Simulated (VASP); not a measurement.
A run of VASP 6.6.1 is set up as follows.

Contents of INCAR:

```
PREC     = Accurate       # precision mode
ENCUT    = 520            # plane-wave cutoff, eV
EDIFF    = 1E-6           # SCF threshold, eV
ISMEAR   = 0              # smearing method
SIGMA    = 0.05           # smearing width, eV
LREAL    = False          # projectors in reciprocal space
LASPH    = True           # aspherical terms in the spheres
NELM     = 100            # most SCF steps
ALGO     = Normal         # electronic algorithm
ISIF     = 2              # what is computed and relaxed
LWAVE    = False          # write WAVECAR
LCHARG   = True           # write CHGCAR
GGA      = PE             # functional
LELF     = True           # ELF
LVHAR    = True         
NBANDS   = 21             # bands
```

Contents of KPOINTS:

```
Automatic mesh
0
Gamma
  10 10 10
```

The input POSCAR:

```
PbF2
1.0
    0.0000000000      3.0003645022      3.0003645022
    3.0003645022      0.0000000000      3.0003645022
    3.0003645022      3.0003645022      0.0000000000
Pb F
1 2
Direct
    0.0000000000      0.0000000000      0.0000000000
    0.2583323210      0.2583323210      0.2416676790
    0.7500000000      0.7500000000      0.7500000000
```

Potentials or basis: VASP PAW PBE potentials, release 64 (Pb_d, F).

Launch:

```sh
$ cat potpaw_PBE.64/Pb_d/POTCAR potpaw_PBE.64/F/POTCAR > POTCAR
$ mpirun -np 1 vasp_std > vasp.out
```

Problem. Predict the largest force.

Solution. 0.112 eV/Å.

Problem. What does it give for the pressure?

Solution. -0.2 GPa.

Problem. Predict the band gap on the k mesh.

Solution. 4.38 eV (least direct gap 4.55 eV).

Stress tensor (GPa, compression positive):
```
-0.18 -0.32  0.00
-0.32 -0.18  0.00
 0.00  0.00 -0.16
```

Caveat: the cell differs from its parent crystal (atom 2 (F) moved 0.05 Å along z); spin-orbit coupling is left out, which moves the levels of the heavy elements. A k mesh can miss the band edges.
